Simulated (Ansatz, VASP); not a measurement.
# AlP: VASP beside Ansatz

INCAR

```
SYSTEM = AlP
PREC = Accurate
ENCUT = 500
EDIFF = 1E-6
ISMEAR = 0
SIGMA = 0.01
LREAL = .False.
LASPH = .True.
NELM = 120
ALGO = Normal
ISIF = 2
LWAVE = .False.
LCHARG = .True.
LELF = .True.
LVHAR = .True.
NBANDS = 11
GGA_COMPAT = .False.
```

KPOINTS

```
regular mesh
0
Gamma
  8 8 8
  0 0 0
```

Contents of POSCAR:

```
AlP
1.0
    2.6803737469      2.6803737469      0.0000000000
   -2.6803737469      2.6803737469      0.0000000000
    0.0000000000      2.6803737469      2.6803737469
Al P
1 1
Direct
    0.0000000000      0.0000000000      0.0000000000
    0.7500000000      0.2500000000      0.5000000000
```

Input for Ansatz:

```yaml
crystal:
  lattice:
    - [2.68037374693, 2.68037374693, 0.0]
    - [-2.68037374693, 2.68037374693, 0.0]
    - [0.0, 2.68037374693, 2.68037374693]
  atoms:
    - { symbol: Al, position: [0.0, 0.0, 0.0] }
    - { symbol: P, position: [0.75, 0.25, 0.5] }
kpoints:
  mp_grid: { grid: [8, 8, 8] }
scf:
  occupations: { method: fixed }
  convergence: { dr2_threshold: 1.0e-10 }
hamiltonian:
  xc: lda
  pseudopotentials: { kind: all_electron, lapw: { basis_error: 0.0005 } }
output:
  forces: true
  stress: true
  eigenstates:
    kpoints:
      - [0.0, 0.0, 0.0]
      - [-0.5, 0.5, 0.0]
      - [-0.5, -0.5, -0.5]
      - [0.0, 0.0, -0.5]
      - [0.0, -0.5, -0.5]
      - [0.0, 0.5, 0.0]
      - [-0.5, 0.0, 0.0]
      - [-0.5, 0.0, -0.5]
  eigenvalues: true
```

Alike in both runs: task single point; functional LDA; k mesh 8 × 8 × 8; no spin polarisation.

```csv
,VASP,Ansatz
version,VASP 6.6.1,Ansatz 0.2.0
potentials or method,"VASP PAW LDA potentials, release 64 (Al, P), cutoff 500 eV","all-electron LAPW, scalar-relativistic"
occupations,"gaussian, width 0.01 eV",fixed
```

```tsv
	VASP	Ansatz	Ansatz less VASP
gap on the k mesh at the Fermi level (eV)	1.33	1.34	+0.006
pressure (GPa)	4.1	3.9	-0.12
```

LDA's correlation is that of Perdew and Zunger in VASP and of Perdew and Wang (1992) in Ansatz. Ansatz ran all-electron here, and VASP with PAW potentials.
